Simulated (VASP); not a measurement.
# SiC (P6_3mc) in VASP: notebook, part 2 of 2

VASP 6.6.1. The steps go on from the part before.

**3. Single point, r2SCAN (in-plane strain +0.01)**

Contents of POSCAR:

```
SiC
1.0
    3.1060896259      0.0000000000      0.0000000000
   -1.5530448129      2.6899525224      0.0000000000
    0.0000000000      0.0000000000      5.0179274563
Si C
2 2
Direct
    0.3333333333      0.6666666667      0.0045985929
    0.6666666667      0.3333333333      0.5045985929
    0.3333333333      0.6666666667      0.3804014071
    0.6666666667      0.3333333333      0.8804014071
```

Contents of INCAR.step1:

```
SYSTEM = SiC
PREC     = Accurate       ! precision mode
ENCUT    = 520            ! plane-wave cutoff, eV
ISMEAR   = 0              ! smearing method
SIGMA    = 0.01           ! smearing width, eV
LREAL    = .False.        ! projectors in reciprocal space
LASPH    = .True.         ! aspherical terms in the spheres
NELM     = 100            ! most SCF steps
NBANDS   = 16             ! bands
GGA      = PE             ! functional
ALGO     = Normal         ! electronic algorithm
EDIFF    = 1E-4           ! SCF threshold, eV
LWAVE    = .True.         ! write WAVECAR
LCHARG   = .False.        ! write CHGCAR
```

Contents of INCAR.step2:

```
SYSTEM = SiC
PREC     = Accurate       ! precision mode
ENCUT    = 520            ! plane-wave cutoff, eV
EDIFF    = 1E-6           ! SCF threshold, eV
ISMEAR   = 0              ! smearing method
SIGMA    = 0.01           ! smearing width, eV
LREAL    = .False.        ! projectors in reciprocal space
LASPH    = .True.         ! aspherical terms in the spheres
NELM     = 100            ! most SCF steps
ALGO     = Normal         ! electronic algorithm
ISIF     = 2              ! what is computed and relaxed
LWAVE    = .False.        ! write WAVECAR
LCHARG   = .True.         ! write CHGCAR
METAGGA  = R2SCAN         ! meta-GGA
LMIXTAU  = .True.       
LELF     = .True.         ! ELF
LVHAR    = .True.       
NBANDS   = 16             ! bands
ISTART   = 1
```

Contents of KPOINTS:

```
Automatic mesh
0
Gamma
  8 8 6
  0 0 0
```

Potentials or basis: VASP PAW PBE potentials, release 64 (Si, C).

Run with:

```sh
$ cat potpaw_PBE.64/Si/POTCAR potpaw_PBE.64/C/POTCAR > POTCAR
$ cp INCAR.step1 INCAR
$ mpirun -np 1 vasp_std > vasp.out
$ cp INCAR.step2 INCAR
$ mpirun -np 1 vasp_std > vasp.out
```

OUTCAR:

```text
SYSTEM = SiC
   PREC = Accurate
   ENCUT = 520
   EDIFF = 1E-6
   ISMEAR = 0
   LREAL = .False.
   LASPH = .True.
   NELM = 100
   ISIF = 2
   METAGGA = R2SCAN
   ISTART = 1

 ion  position               nearest neighbor table
   1  0.333  0.667  0.005-   3 1.89   4 1.90   4 1.90   4 1.90   2 3.08   2 3.08   2 3.08   2 3.08
                             2 3.08   2 3.08
   2  0.667  0.333  0.505-   4 1.89   3 1.90   3 1.90   3 1.90   1 3.08   1 3.08   1 3.08   1 3.08
                             1 3.08   1 3.08
   3  0.333  0.667  0.380-   1 1.89   2 1.90   2 1.90   2 1.90
   4  0.667  0.333  0.880-   2 1.89   1 1.90   1 1.90   1 1.90
[... 662 lines left out ...]
  -------------------------------------------------------------------------------------
  Total       -1.6491671     -1.6491671      0.7574640     -0.0000000      0.0000000      0.0000000
  in kB      -63.0220109    -63.0220109     28.9460678     -0.0000000      0.0000000      0.0000000
  external PRESSURE =     -32.3659847 kB  Pullay stress =       0.0000000 kB

 VOLUME and BASIS-vectors are now :
 -----------------------------------------------------------------------------
  energy-cutoff  :      520.00
  volume of cell :       41.93
      direct lattice vectors                 reciprocal lattice vectors
     3.106089626  0.000000000  0.000000000     0.321948212  0.185876887  0.000000000
    -1.553044813  2.689952522  0.000000000     0.000000000  0.371753773  0.000000000
     0.000000000  0.000000000  5.017927456     0.000000000  0.000000000  0.199285464

 POSITION                                       TOTAL-FORCE (eV/Angst)
 -----------------------------------------------------------------------------------
     -0.00000      1.79330      0.02308         0.000000     -0.000000     -0.144068
      1.55304      0.89665      2.53204        -0.000000      0.000000     -0.144068
     -0.00000      1.79330      1.90883         0.000000     -0.000000      0.144068
      1.55304      0.89665      4.41779        -0.000000      0.000000      0.144068
 -----------------------------------------------------------------------------------
    total drift:                               -0.000000     -0.000000      0.000718

  FREE ENERGIE OF THE ION-ELECTRON SYSTEM (eV)
  ---------------------------------------------------
  free  energy   TOTEN  =       -38.6179738705 eV

  energy  without entropy=      -38.6179738705  energy(sigma->0) =      -38.61797387
```

OSZICAR.step1:

```text
N       E                     dE             d eps       ncg     rms          rms(c)
DAV:   1     0.246837594369E+02    0.24684E+02   -0.69808E+03  1280   0.888E+02
DAV:   2    -0.312401130284E+02   -0.55924E+02   -0.50516E+02  1816   0.158E+02
DAV:   3    -0.337362974920E+02   -0.24962E+01   -0.24853E+01  1680   0.302E+01
DAV:   4    -0.337550251448E+02   -0.18728E-01   -0.18724E-01  1592   0.323E+00
DAV:   5    -0.337552122487E+02   -0.18710E-03   -0.18710E-03  1624   0.303E-01    0.123E+01
DAV:   6    -0.301767599239E+02    0.35785E+01   -0.64564E+00  1624   0.155E+01    0.552E+00
DAV:   7    -0.301148089011E+02    0.61951E-01   -0.11105E+00  1800   0.609E+00    0.246E+00
DAV:   8    -0.300984173897E+02    0.16392E-01   -0.47202E-02  1424   0.139E+00    0.619E-01
DAV:   9    -0.300967853217E+02    0.16321E-02   -0.78209E-03  1616   0.595E-01    0.125E-01
DAV:  10    -0.300971150889E+02   -0.32977E-03   -0.10662E-03  1624   0.188E-01    0.579E-02
DAV:  11    -0.300971420358E+02   -0.26947E-04   -0.89979E-05  1096   0.711E-02
   1 F= -.30097142E+02 E0= -.30097142E+02  d E =-.536557E-55
```

Run time: 34 s. Hardware: 1 thread of Intel Xeon 6975P-C (Granite Rapids), shared host; peak memory 0.17 GiB.

Results:

```yaml
Free_energy: -38.6180 eV
Pressure: -3.2 GPa
Largest_force: 0.144 eV/Å
Band_gap_on_the_k_mesh: 2.99 eV, indirect (least direct gap 4.30 eV)
```

Forces in eV/Å, atoms in the order of the input:
```
Si   0.000  0.000 -0.144
Si   0.000  0.000 -0.144
C    0.000  0.000  0.144
C    0.000  0.000  0.144
```

Levels at points of the mesh, in eV from the valence-band top:
| k point | band 6 | band 7 | band 8 | band 9 | band 10 | band 11 |
| --- | --- | --- | --- | --- | --- | --- |
| (0.00, 0.00, 0.00) | -0.04 | 0.00 | 0.00 | 5.01 | 6.84 | 6.98 |
| (0.50, 0.00, 0.00) | -3.52 | -3.32 | -1.21 | 3.09 | 4.76 | 7.35 |
| (0.00, 0.00, 0.50) | -0.79 | -0.79 | -0.79 | 6.19 | 6.19 | 7.71 |
| (0.50, 0.00, 0.50) | -2.57 | -2.34 | -2.34 | 3.74 | 3.74 | 5.82 |

Caveat: the cell differs from its parent crystal (in-plane strain +0.01); the PAW data sets were made with another functional, which shifts forces and pressure a little. A k mesh can miss the band edges.

**4. Single point, r2SCAN (film at in-plane strain +0.01)**

Contents of POSCAR:

```
SiC
1.0
    3.1060896259      0.0000000000      0.0000000000
   -1.5530448129      2.6899525224      0.0000000000
    0.0000000000      0.0000000000      5.0397087549
Si C
2 2
Direct
    0.3333333333      0.6666666667      0.0040481165
    0.6666666667      0.3333333333      0.5040481165
    0.3333333333      0.6666666667      0.3809518835
    0.6666666667      0.3333333333      0.8809518835
```

Contents of INCAR.step1:

```
SYSTEM = SiC
ALGO = Normal ; EDIFF = 1E-4
ENCUT = 520 ; GGA = PE
ISMEAR = 0 ; LASPH = .TRUE.
LCHARG = .FALSE. ; LREAL = .FALSE.
LWAVE = .TRUE. ; NBANDS = 16
NELM = 80 ; PREC = Accurate
SIGMA = 0.01
```

Contents of INCAR.step2:

```
SYSTEM = SiC
ALGO = Normal ; EDIFF = 1E-6
ENCUT = 520 ; ISIF = 2
ISMEAR = 0 ; ISTART = 1
LASPH = .TRUE. ; LCHARG = .FALSE.
LMIXTAU = .TRUE. ; LREAL = .FALSE.
LWAVE = .FALSE. ; METAGGA = R2SCAN
NBANDS = 16 ; NELM = 80
PREC = Accurate ; SIGMA = 0.01
```

Contents of KPOINTS:

```
k-points
0
G
  8 8 6
  0 0 0
```

Run with:

```sh
$ cat potpaw_PBE.64/Si/POTCAR potpaw_PBE.64/C/POTCAR > POTCAR
$ cp INCAR.step1 INCAR
$ mpirun -np 1 vasp_std > vasp.out
$ cp INCAR.step2 INCAR
$ mpirun -np 1 vasp_std > vasp.out
```

Wall time 34 s (1 thread of Intel Xeon 6975P-C (Granite Rapids), shared host); peak memory 0.17 GiB.

Results (log left out):

```yaml
Free_energy: -38.6204 eV
Pressure: -4.2 GPa
Band_gap_on_the_k_mesh: 3.02 eV, indirect (least direct gap 4.34 eV)
```

Stress tensor (GPa, compression positive):
```
-6.23  0.00  0.00
 0.00 -6.23  0.00
 0.00  0.00 -0.13
```

Levels at points of the mesh, in eV from the valence-band top:
| k point | band 5 | band 6 | band 7 | band 8 | band 9 | band 10 | band 11 | band 12 |
| --- | --- | --- | --- | --- | --- | --- | --- | --- |
| (0.00, 0.00, 0.00) | -1.43 | -0.01 | 0.00 | 0.00 | 5.05 | 6.75 | 7.00 | 7.00 |
| (0.50, 0.00, 0.00) | -5.53 | -3.48 | -3.28 | -1.22 | 3.12 | 4.75 | 7.34 | 7.57 |
| (0.00, 0.00, 0.50) | -0.78 | -0.78 | -0.78 | -0.78 | 6.21 | 6.21 | 7.72 | 7.72 |
| (0.50, 0.00, 0.50) | -2.55 | -2.55 | -2.33 | -2.33 | 3.74 | 3.74 | 5.77 | 5.77 |

Caveat: the cell differs from its parent crystal (film at in-plane strain +0.01); the PAW data sets were made with another functional, which shifts forces and pressure a little.

**5. Single point, r2SCAN (in-plane strain +0.02)**

Contents of POSCAR:

```
SiC
1.0
    3.1368429885      0.0000000000      0.0000000000
   -1.5684214943      2.7165857157      0.0000000000
    0.0000000000      0.0000000000      4.9876381558
Si C
2 2
Direct
    0.3333333333      0.6666666667      0.0045985929
    0.6666666667      0.3333333333      0.5045985929
    0.3333333333      0.6666666667      0.3804014071
    0.6666666667      0.3333333333      0.8804014071
```

Contents of INCAR.step1:

```
PREC = Accurate
ENCUT = 520
ISMEAR = 0
SIGMA = 0.01
LREAL = F
LASPH = T
NELM = 60
NBANDS = 16
GGA = PE
ALGO = Normal
EDIFF = 1E-4
LWAVE = T
LCHARG = F
```

Contents of INCAR.step2:

```
PREC = Accurate
ENCUT = 520
EDIFF = 1E-6
ISMEAR = 0
SIGMA = 0.01
LREAL = F
LASPH = T
NELM = 60
ALGO = Normal
ISIF = 2
LWAVE = F
LCHARG = F
METAGGA = R2SCAN
LMIXTAU = T
NBANDS = 16
ISTART = 1
```

Contents of KPOINTS:

```
regular mesh
0
Gamma
  8 8 6
```

Run with:

```sh
$ cat potpaw_PBE.64/Si/POTCAR potpaw_PBE.64/C/POTCAR > POTCAR
$ cp INCAR.step1 INCAR
$ mpirun -np 1 vasp_std > vasp.out
$ cp INCAR.step2 INCAR
$ mpirun -np 1 vasp_std > vasp.out
```

Wall time 31 s (1 thread of Intel Xeon 6975P-C (Granite Rapids), shared host); peak memory 0.16 GiB.

The run converged. Its results:

| Property | Result |
| --- | --- |
| Free energy | -38.5636 eV |
| Pressure | -5.9 GPa |
| Largest force | 0.287 eV/Å |
| Band gap on the k mesh | 2.93 eV, indirect (least direct gap 4.11 eV) |

Forces on the atoms (eV/Å):
```
Si   0.000  0.000 -0.287
Si   0.000  0.000 -0.287
C    0.000  0.000  0.287
C    0.000  0.000  0.287
```

Stress tensor (GPa, compression positive):
```
-11.90   0.00   0.00
  0.00 -11.90   0.00
  0.00   0.00   6.01
```

Levels at points of the mesh, in eV from the valence-band top:
```csv
k point,band 5,band 6,band 7,band 8,band 9,band 10,band 11,band 12
"(0.00, 0.00, 0.00)",-1.56,-0.02,-0.02,0.00,4.62,6.74,6.76,6.76
"(0.50, 0.00, 0.00)",-5.56,-3.58,-3.31,-1.18,2.93,4.83,7.21,7.40
"(0.00, 0.00, 0.50)",-0.86,-0.86,-0.86,-0.86,5.88,5.88,7.51,7.51
"(0.50, 0.00, 0.50)",-2.60,-2.60,-2.27,-2.27,3.72,3.72,5.84,5.84
```

Caveat: the cell differs from its parent crystal (in-plane strain +0.02); the PAW data sets were made with another functional, which shifts forces and pressure a little.

**6. Summary**

```csv
cell,gap on the mesh (eV),pressure (GPa),largest force (eV/Å)
"a = 3.106, b = 3.106, c = 5.040 Å, angles 90.0, 90.0, 120.0°, 4 atoms",3.02,-4.2,-
"a = 3.106, b = 3.106, c = 5.018 Å, angles 90.0, 90.0, 120.0°, 4 atoms",2.99,-3.2,0.14
"a = 3.137, b = 3.137, c = 4.988 Å, angles 90.0, 90.0, 120.0°, 4 atoms",2.93,-5.9,0.29
```

Alike in all rows: task single point; level r2SCAN; potentials or basis VASP PAW PBE potentials, release 64 (Si, C); no spin polarisation; k mesh 8 × 8 × 6; cutoff (eV) 520; smearing gaussian 0.01 eV.

Caveats: the PAW data sets were made with another functional, which shifts forces and pressure a little.

Total energies depend on the potentials used, so only differences within one code and one set of settings carry meaning.
